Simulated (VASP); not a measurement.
Input of a VASP 6.6.1 run:

Contents of INCAR:

```
  PREC = Accurate
  ENCUT = 520
  EDIFF = 1E-6
  ISMEAR = 0
  SIGMA = 0.1
  LREAL = False
  LASPH = True
  NELM = 100
  ALGO = Fast
  ISIF = 2
  LWAVE = False
  LCHARG = False
  GGA = PE
  NBANDS = 16
```

KPOINTS

```
Automatic mesh
0
Gamma
  6 6 4
```

POSCAR

```
Al2Cu
1.0
    2.8288531371      0.0000000000      0.0000000000
   -1.4144265685      2.4498586803      0.0000000000
    0.0000000000      0.0000000000      6.3500892945
Al Cu
2 1
Direct
    0.3333333333      0.6666666667      0.1842954763
    0.6666666667      0.3333333333      0.8157045237
    0.0000000000      0.0000000000      0.5000000000
```

Potentials or basis: VASP PAW PBE potentials, release 64 (Al, Cu).

Launch:

```console
$ cat potpaw_PBE.64/Al/POTCAR potpaw_PBE.64/Cu/POTCAR > POTCAR
$ mpirun -np 1 vasp_std > vasp.out
```

(1) Estimate the largest force.

(2) Predict the pressure.

(3) Predict the band gap on the k mesh.

Results:

(1) 0.015 eV/Å.

(2) -0.1 GPa.

(3) zero (an odd number of electrons rules out a gap without spin polarisation).

Caveat: the k points lie up to 0.43 Å⁻¹ apart, too coarse for converged energies and pressures of a metal.
